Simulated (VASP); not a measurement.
# Br (Fd-3m) in VASP: further runs

Br is run at these levels: PBE; tasks: single point.

All numbers are computed with VASP 6.6.1; they aren't measurements. Logs are shortened: lines on timing, memory, paths and dates and some standing lists are left out, and cuts for length are marked.

## 1. The cell of the first run

The structure is cubic, space group Fd-3m (No. 227). Conventional cell: a = 6.964 Å, b = 6.964 Å, c = 6.964 Å, α = 90.00°, β = 90.00°, γ = 90.00°. Br (site symmetry -43m) has 4 Br at 3.02 Å within 4.0 Å.

## 2. Single point, PBE

INCAR

```
PREC     = Accurate       # precision mode
ENCUT    = 520            # plane-wave cutoff, eV
EDIFF    = 1E-7           # SCF threshold, eV
ISMEAR   = -1             # smearing method
SIGMA    = 0.06122561905347299 # smearing width, eV
LREAL    = False          # projectors in reciprocal space
LASPH    = True           # aspherical terms in the spheres
NELM     = 80             # most SCF steps
ALGO     = Normal         # electronic algorithm
ISIF     = 2              # what is computed and relaxed
LWAVE    = False          # write WAVECAR
LCHARG   = False          # write CHGCAR
GGA      = PE             # functional
NBANDS   = 14             # bands
```

KPOINTS

```
Automatic mesh
0
Gamma
  14 14 14
```

POSCAR

```
Br
1.0
    0.0000000000      3.4819845874      3.4819845874
    3.4819845874      0.0000000000      3.4819845874
    3.4819845874      3.4819845874      0.0000000000
Br
2
Direct
    0.0000000000      0.0000000000      0.0000000000
    0.2500000000      0.2500000000      0.2500000000
```

Potentials or basis: VASP PAW PBE potentials, release 64 (Br).

Launch:

```console
cat potpaw_PBE.64/Br/POTCAR > POTCAR
mpirun -np 1 vasp_std > vasp.out
```

OUTCAR:

```text
PREC = Accurate
   ENCUT = 520
   EDIFF = 1E-7
   ISMEAR = -1
   LREAL = False
   LASPH = True
   NELM = 80
   ISIF = 2
   GGA = PE

 ion  position               nearest neighbor table
   1  0.000  0.000  0.000-
   2  0.250  0.250  0.250-

  LATTYP: Found a face centered cubic cell.
 ALAT       =     6.9639691748

  Lattice vectors:

 A1 = (   0.0000000000,   3.4819845874,   3.4819845874)
 A2 = (   3.4819845874,   0.0000000000,   3.4819845874)
 A3 = (   3.4819845874,   3.4819845874,   0.0000000000)

Analysis of symmetry for initial positions (statically):
=====================================================================
 Subroutine PRICEL returns:
 Original cell was already a primitive cell.

 Routine SETGRP: Setting up the symmetry group for a
 face centered cubic supercell.

 Subroutine GETGRP returns: Found 48 space group operations
 (whereof 24 operations were pure point group operations)
 out of a pool of 48 trial point group operations.

The static configuration has the point symmetry T_d .
 The point group associated with its full space group is O_h .

Analysis of symmetry for dynamics (positions and initial velocities):
=====================================================================
 Subroutine PRICEL returns:
 Original cell was already a primitive cell.

 Routine SETGRP: Setting up the symmetry group for a
 face centered cubic supercell.

 Subroutine GETGRP returns: Found 48 space group operations
 (whereof 24 operations were pure point group operations)
 out of a pool of 48 trial point group operations.

The dynamic configuration has the point symmetry T_d .
 The point group associated with its full space group is O_h .

 Subroutine INISYM returns: Found 48 space group operations
 (whereof 24 operations are pure point group operations),
 and found     1 'primitive' translations

----------------------------------------------------------------------------------------

                                     Primitive cell

  volume of cell :      84.4327

  direct lattice vectors                    reciprocal lattice vectors
     0.000000000  3.481984587  3.481984587    -0.143596270  0.143596270  0.143596270
     3.481984587  0.000000000  3.481984587     0.143596270 -0.143596270  0.143596270
     3.481984587  3.481984587  0.000000000     0.143596270  0.143596270 -0.143596270

  length of vectors
[... 85 lines left out ...]
   NSW    =      0    number of steps for IOM
   IBRION =     -1    ionic relax: 0-MD 1-quasi-New 2-CG
   NFREE  =      0    steps in history (QN), initial steepest desc. (CG)
   ISIF   =      2    stress and relaxation
   ISYM   =      2    0-nonsym 1-usesym 2-fastsym
   POTIM  = 0.5000    time-step for ionic-motion
   TEBEG  =    0.0;   TEEND  =   0.0 temperature during run
   PSTRESS=    0.0 pullay stress
   NELECT =      14.0000    total number of electrons
   NUPDOWN=      -1.0000    fix difference up-down
   EMIN   =  10.00;   EMAX   =-10.00  energy-range for DOS
   EFERMI =   0.00;   METHOD = LEGACY
   ISMEAR =    -1;   SIGMA  =   0.06  broadening in eV -4-tet -1-fermi 0-gaus
   EFERMI_NEDOS =   21; number of points for ismear=-14 and -15
   IALGO  =     38    algorithm
   IMIX   =      4    mixing-type and parameters
     AMIX     =   0.40;   BMIX     =  1.00
     AMIX_MAG =   1.60;   BMIX_MAG =  1.00
  volume/ion in A,a.u.               =      42.22       284.89
  Fermi-wavevector in a.u.,A,eV,Ry     =   0.899389  1.699598 11.005748  0.808900
  Thomas-Fermi vector in A             =   2.022216
   LORBIT       =      0    0 simple, 1 ext, 2 COOP (PROOUT), +10 PAW based schemes
   GGA     = PE    functional components
[... 5 lines left out ...]
 non-spin polarized calculation
  energy-cutoff  :      520.00
  volume of cell :       84.43
 maximum number of plane-waves:      2294
 NGX is ok and might be reduce to    40
   NGX = 19   NGY = 19   NGZ = 19

 number of electron      13.9999997 magnetization

 Free energy of the ion-electron system (eV)
  ---------------------------------------------------
  ext. energy  EPLUGINS =         0.00000000
  ---------------------------------------------------
  free energy    TOTEN  =        -2.03474018 eV

  energy without entropy =       -1.97411145  energy(sigma->0) =       -2.00442582

 E-fermi :  -1.1888     XC(G=0):  -6.8445

 val. band max:       -1.1910647005   @ k =  -0.2143   0.3571   0.1429
 cond. band min:      -1.1846425715   @ k =  -0.2857   0.3571   0.0714
 fundamental gap:      0.0064221290
 Fermi energy:        -1.1888012826

 k-point     1 :       0.0000    0.0000    0.0000
  band No.  band energies     occupation
      1     -16.2875      2.00000
      2     -14.2453      2.00000
      3      -3.9225      2.00000
      4      -3.9225      2.00000
      5      -3.9225      2.00000
      6      -2.0703      2.00000
      7      -2.0703      2.00000
      8      -2.0703      2.00000
      9       4.0246      0.00000
     10       7.8991      0.00000
     11       7.8991      0.00000
     12       9.3163      0.00000
     13       9.3163      0.00000
     14       9.3163      0.00000
[... 377 lines left out ...]
      1     -16.0605      2.00000
      2     -14.5559      2.00000
      3      -4.3673      2.00000
      4      -4.3029      2.00000
      5      -3.7612      2.00000
      6      -2.2352      2.00000
      7      -1.5346      1.99298
      8      -1.4946      1.98655
      9       5.2919      0.00000
     10       6.5470      0.00000
     11       8.1217      0.00000
     12       9.2227      0.00000
     13       9.7089      0.00000
     14      10.3215      0.00000

 [... further k-points ...]

------------------------ aborting loop because EDIFF is reached ----------------------------------------

  FORCE on cell =-STRESS in cart. coord.  units (eV):
  Direction    XX          YY          ZZ          XY          YZ          ZX
  --------------------------------------------------------------------------------------
  -------------------------------------------------------------------------------------
  Total        0.1662475      0.1662475      0.1662475      0.0000000      0.0000000      0.0000000
  in kB        3.1546796      3.1546796      3.1546796      0.0000000      0.0000000      0.0000000
  external PRESSURE =       3.1546796 kB  Pullay stress =       0.0000000 kB

 VOLUME and BASIS-vectors are now :
 -----------------------------------------------------------------------------
  energy-cutoff  :      520.00
  volume of cell :       84.43
      direct lattice vectors                 reciprocal lattice vectors
     0.000000000  3.481984587  3.481984587    -0.143596270  0.143596270  0.143596270
     3.481984587  0.000000000  3.481984587     0.143596270 -0.143596270  0.143596270
     3.481984587  3.481984587  0.000000000     0.143596270  0.143596270 -0.143596270

 POSITION                                       TOTAL-FORCE (eV/Angst)
 -----------------------------------------------------------------------------------
      0.00000      0.00000      0.00000        -0.000000     -0.000000     -0.000000
      1.74099      1.74099      1.74099         0.000000      0.000000      0.000000
 -----------------------------------------------------------------------------------
    total drift:                               -0.000000      0.000000      0.000000

  FREE ENERGIE OF THE ION-ELECTRON SYSTEM (eV)
  ---------------------------------------------------
  free  energy   TOTEN  =        -2.0347401831 eV

  energy  without entropy=       -1.9741114500  energy(sigma->0) =       -2.00442582
```

OSZICAR:

```text
N       E                     dE             d eps       ncg     rms          rms(c)
DAV:   1     0.736605031423E+02    0.73661E+02   -0.53223E+03  2912   0.799E+02
DAV:   2     0.351572604696E+01   -0.70145E+02   -0.66460E+02  4390   0.143E+02
DAV:   3    -0.197899635191E+01   -0.54947E+01   -0.53852E+01  3752   0.418E+01
DAV:   4    -0.203249777933E+01   -0.53501E-01   -0.53468E-01  3626   0.513E+00
DAV:   5    -0.203305656631E+01   -0.55879E-03   -0.55873E-03  3890   0.503E-01    0.584E+00
DAV:   6    -0.203391175611E+01   -0.85519E-03   -0.77225E-04  3764   0.198E-01    0.355E+00
DAV:   7    -0.203473472872E+01   -0.82297E-03   -0.11822E-03  3800   0.261E-01    0.418E-02
DAV:   8    -0.203473499853E+01   -0.26981E-06   -0.37355E-05  3518   0.333E-02    0.127E-02
DAV:   9    -0.203473948411E+01   -0.44856E-05   -0.69642E-06  3848   0.159E-02    0.452E-03
DAV:  10    -0.203474015372E+01   -0.66961E-06   -0.13949E-06  3464   0.989E-03    0.481E-03
DAV:  11    -0.203474018311E+01   -0.29395E-07   -0.14558E-07  3162   0.201E-03
   1 F= -.20347402E+01 E0= -.20044258E+01  d E =-.606287E-01
```

stdout:

```text
POSCAR found type information on POSCAR Br
 POSCAR found :  1 types and       2 ions
 scaLAPACK will be used
 LDA part: xc-table for (Slater+PW92), standard interpolation
 POSCAR, INCAR and KPOINTS ok, starting setup
 FFT: planning ... GRIDC
 FFT: planning ... GRID_SOFT
 FFT: planning ... GRID
 WAVECAR not read
 entering main loop
```

Run time: 1.7 min. Hardware: 1 thread of AMD EPYC 9R45 (Zen 5), shared host; peak memory 0.25 GiB.

Results:

```
Free energy            : -2.0347 eV
Pressure               : 0.3 GPa
Band gap on the k mesh : zero (band 7 reaches -0.83 eV, above the bottom of band 8 at -2.07 eV)
```

## 3. Single point, PBE

INCAR

```
SYSTEM = Br
ALGO = Normal
EDIFF = 1E-7
ENCUT = 520
GGA = PE
ISIF = 2
ISMEAR = -1
LASPH = .True.
LCHARG = .False.
LREAL = .False.
LWAVE = .False.
NBANDS = 14
NELM = 60
PREC = Accurate
SIGMA = 0.06122561905347299
```

KPOINTS

```
k-points
0
Gamma
  14 14 14
  0 0 0
```

POSCAR is that of step 2.

Potentials or basis: VASP PAW PBE potentials, release 64 (Br).

Launch:

```console
cat potpaw_PBE.64/Br/POTCAR > POTCAR
mpirun -np 1 vasp_std > vasp.out
```

Wall time 91 s (1 thread of AMD EPYC 9R45 (Zen 5), shared host); peak memory 0.25 GiB.

It converged, with:

```
Free energy            : -2.0347 eV
Pressure               : 0.3 GPa
Band gap on the k mesh : zero (band 7 reaches -0.83 eV, above the bottom of band 8 at -2.07 eV)
```

Levels at points of the mesh, in eV from the Fermi level:
```csv
k point,band 4,band 5,band 6,band 7,band 8,band 9,band 10,band 11
"(0.00, 0.00, 0.00)",-2.73,-2.73,-0.88,-0.88,-0.88,5.21,9.09,9.09
"(0.50, 0.00, 0.00)",-3.12,-3.12,-0.33,-0.33,-0.17,7.62,7.82,8.88
"(0.50, 0.50, 0.00)",-3.54,-1.86,-1.86,0.36,0.36,7.12,7.12,10.62
```

## 4. Single point, PBE

This run uses another cell than the first one, of 43.08 Å³/atom, 1.020 times its volume.

INCAR

```
PREC = Accurate
ENCUT = 520
EDIFF = 1E-7
ISMEAR = -1
SIGMA = 0.06122561905347299
LREAL = False
LASPH = True
NELM = 80
ALGO = Normal
ISIF = 2
LWAVE = False
LCHARG = True
GGA = PE
LELF = True
LVHAR = True
NBANDS = 14
```

KPOINTS

```
Automatic mesh
0
Gamma
  14 14 14
```

POSCAR

```
Br
1.0
    0.0000000000      3.5055122240      3.5055122240
    3.5055122240      0.0000000000      3.5055122240
    3.5055122240      3.5055122240      0.0000000000
Br
2
Direct
    0.0000000000      0.0000000000      0.0000000000
    0.2500000000      0.2500000000      0.2500000000
```

Launch:

```console
cat potpaw_PBE.64/Br/POTCAR > POTCAR
mpirun -np 1 vasp_std > vasp.out
```

It took 96 s on 1 thread of AMD EPYC 9R45 (Zen 5), shared host; peak memory 0.25 GiB.

Results (log left out):

* Free energy: -2.0364 eV
* Pressure: 0.0 GPa
* Band gap on the k mesh: zero (band 7 reaches -1.00 eV, above the bottom of band 8 at -2.19 eV)

Levels at points of the mesh, in eV from the Fermi level:
```tsv
k point	band 4	band 5	band 6	band 7	band 8	band 9	band 10	band 11
(0.00, 0.00, 0.00)	-2.65	-2.65	-0.85	-0.85	-0.85	5.24	9.13	9.13
(0.50, 0.00, 0.00)	-3.03	-3.03	-0.31	-0.31	-0.18	7.64	7.83	8.91
(0.50, 0.50, 0.00)	-3.43	-1.80	-1.80	0.34	0.34	7.16	7.16	10.64
```
